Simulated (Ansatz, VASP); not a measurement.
## One calculation of BeS, two programs

Contents of INCAR:

```
  PREC = Accurate
  ENCUT = 600
  EDIFF = 1E-6
  ISMEAR = 0
  SIGMA = 0.02
  LREAL = F
  LASPH = T
  NELM = 120
  ALGO = Normal
  ISIF = 2
  LWAVE = F
  LCHARG = T
  GGA = PS
  LELF = T
  LVHAR = T
  NBANDS = 11
  GGA_COMPAT = F
```

Contents of KPOINTS:

```
Automatic mesh
0
Gamma
  8 8 8
```

POSCAR

```
BeS
1.0
    0.0000000000      2.4188489171      2.4188489171
    2.4188489171      0.0000000000      2.4188489171
    2.4188489171      2.4188489171      0.0000000000
Be S
1 1
Direct
    0.0000000000      0.0000000000      0.0000000000
    0.2500000000      0.2500000000      0.2500000000
```

Input for Ansatz:

```yaml
crystal:
  lattice:
    - [0.0, 2.4188489171, 2.4188489171]
    - [2.4188489171, 0.0, 2.4188489171]
    - [2.4188489171, 2.4188489171, 0.0]
  atoms:
    - { symbol: Be, position: [0.0, 0.0, 0.0] }
    - { symbol: S, position: [0.25, 0.25, 0.25] }
basis:
  ecutwfc: 420
kpoints:
  mp_grid: { grid: [8, 8, 8] }
  band_path:
    path:
      - [[0.0, 0.0, 0.0], [-0.5, -0.5, 0.0], [-0.375, -0.375, 0.25]]
      - [[-0.375, 0.0, 0.375], [0.0, 0.0, 0.0], [0.0, 0.0, 0.5], [-0.5, -0.25, 0.25], [-0.5, -0.5, 0.0]]
    npoints: 10
hamiltonian:
  xc: pbesol
  pseudopotentials: { kind: paw, azcp: { folder: soft_1 } }
scf:
  occupations: { method: gaussian, width: 0.02 }
  n_extra_bands: 7
output:
  forces: true
  stress: true
  eigenvalues: true
  write_density: true
  write_potential: true
  elf: true
  volumetric_format: npy
```

Alike in both runs: task single point; functional PBEsol; k mesh 8 × 8 × 8; occupations gaussian, width 0.02 eV; no spin polarisation.

```csv
,VASP,Ansatz
version,VASP 6.6.1,Ansatz 0.2.0
potentials or method,"VASP PAW PBE potentials, release 64 (Be, S), cutoff 600 eV","scalar-relativistic, plane waves, PAW"
valence electrons in the cell,8,8
```

Ansatz gave:

```
gap on the k mesh at the Fermi level (eV) : 2.91
least direct gap on the mesh (eV)         : 5.58
pressure (GPa)                            : 0.0
```

Problem. What did VASP give for the same quantities?

Solution. gap on the k mesh at the Fermi level (eV): 2.91; least direct gap on the mesh (eV): 5.61; pressure (GPa): 0.2.

VASP's potentials were made for PBE, not for PBEsol, and Ansatz warns of the same on its side.
